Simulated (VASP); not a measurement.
## InP: relaxation of cell and atoms with PBE

Crystal: InP.

```xyz
4
Lattice="3.2322 0.0000 0.0000 0.0000 5.4199 0.0000 0.0000 0.0000 5.6042" Properties=species:S:1:pos:R:3 pbc="T T T"
In    0.8080    2.7099    1.4807
In    2.4241    2.7099    4.1235
P     2.4241    0.0000    4.8598
P     0.8080    0.0000    0.7444
```

| Property | Result |
| --- | --- |
| Program | VASP 6.6.1 |
| Task | relaxation of cell and atoms |
| Functional | PBE |
| Potentials or basis | VASP PAW PBE potentials, release 64 (In_d, P) |
| Cutoff | 600 eV |
| k mesh | 14 × 8 × 8 |
| Occupations | gaussian, width 0.1 eV |
| Spin | no spin polarisation |
| Dipole correction | no |
| Further INCAR settings | ALGO = Normal; EDIFF = 1e-07; IBRION = 2; EDIFFG = -0.01; NSW = 100; ISIF = 3 |

```yaml
Relaxed_volume: 24.42 Å³/atom
Relaxed_cell: a = 3.237 Å, b = 5.509 Å, c = 5.476 Å, α = 90.00°, β = 90.00°, γ = 90.00°
Space_group_after_relaxing_to_0.1_Å: Pmma (No. 51)
Energy_gained_by_relaxing: 2.5 meV/atom
Ionic_steps: 13
Pressure_after_relaxing: 0.0 GPa
Largest_force_after_relaxing: 0.005 eV/Å
Band_gap_on_the_k_mesh: zero (bands 18 and 19 overlap by 2.44 eV)
```

Forces on the atoms (eV/Å):
```
In   0.000  0.000 -0.005
In   0.000  0.000  0.005
P    0.000  0.000 -0.004
P    0.000  0.000  0.004
```

The path:
```csv
step,energy change (eV),largest force (eV/Å),pressure (GPa),volume (Å³)
1,0.0000,0.1047,0.08,98.17
2,-0.0027,0.1126,0.13,98.34
3,-0.0030,0.1603,0.16,98.41
4,-0.0049,0.1091,-0.04,98.70
5,-0.0063,0.0463,-0.53,99.42
6,-0.0064,0.0593,-0.41,99.24
7,-0.0082,0.0237,-0.26,98.80
8,-0.0090,0.0393,-0.05,98.26
9,-0.0094,0.0296,-0.05,98.10
10,-0.0098,0.0332,-0.05,97.81
11,-0.0100,0.0287,0.07,97.58
12,-0.0100,0.0176,0.05,97.62
13,-0.0100,0.0047,0.00,97.67
```

Final structure:
```cif
data_structure
_symmetry_space_group_name_H-M 'P 1'
_symmetry_Int_Tables_number 1
_cell_length_a 3.2372
_cell_length_b 5.5094
_cell_length_c 5.4762
_cell_angle_alpha 90.000
_cell_angle_beta 90.000
_cell_angle_gamma 90.000
_cell_volume 97.67
loop_
_atom_site_label
_atom_site_type_symbol
_atom_site_fract_x
_atom_site_fract_y
_atom_site_fract_z
_atom_site_occupancy
In1 In 0.25000 0.50000 0.25745 1
In2 In 0.75000 0.50000 0.74255 1
P1 P 0.75000 0.00000 0.86475 1
P2 P 0.25000 0.00000 0.13525 1
```

Levels at points of the mesh, in eV from the Fermi level:
| k point | band 14 | band 15 | band 16 | band 17 | band 18 | band 19 | band 20 | band 21 | band 22 |
| --- | --- | --- | --- | --- | --- | --- | --- | --- | --- |
| (0.00, 0.00, 0.00) | -5.34 | -2.87 | -2.42 | -1.49 | -1.10 | -1.05 | 2.15 | 2.58 | 4.36 |
| (0.50, 0.00, 0.00) | -4.27 | -3.11 | -3.11 | -2.55 | -2.55 | 1.09 | 1.09 | 2.39 | 2.39 |
| (0.00, 0.50, 0.00) | -3.61 | -3.33 | -3.29 | -2.37 | -0.22 | 1.51 | 2.19 | 3.32 | 4.50 |
| (0.50, 0.50, 0.00) | -4.99 | -3.90 | -3.90 | -0.20 | -0.20 | 1.21 | 1.21 | 1.63 | 1.63 |
| (0.00, 0.00, 0.50) | -5.06 | -5.05 | -2.40 | -2.09 | -1.30 | 1.73 | 3.76 | 4.02 | 5.36 |
| (0.50, 0.00, 0.50) | -4.75 | -2.48 | -2.48 | -1.86 | -1.86 | -1.36 | -1.36 | 3.43 | 3.43 |
| (0.00, 0.50, 0.50) | -6.89 | -2.35 | -1.83 | -0.95 | 1.08 | 1.65 | 2.28 | 2.57 | 4.32 |
| (0.50, 0.50, 0.50) | -4.36 | -4.26 | -4.26 | -2.39 | -2.39 | 1.99 | 1.99 | 3.44 | 3.44 |

It took 44 min on 1 thread of Intel(R) Xeon(R) Platinum 8488C (Sapphire Rapids), with other jobs on the host, peak memory 0.61 GiB.

Caveat: spin-orbit coupling is left out, which moves the levels of the heavy elements.
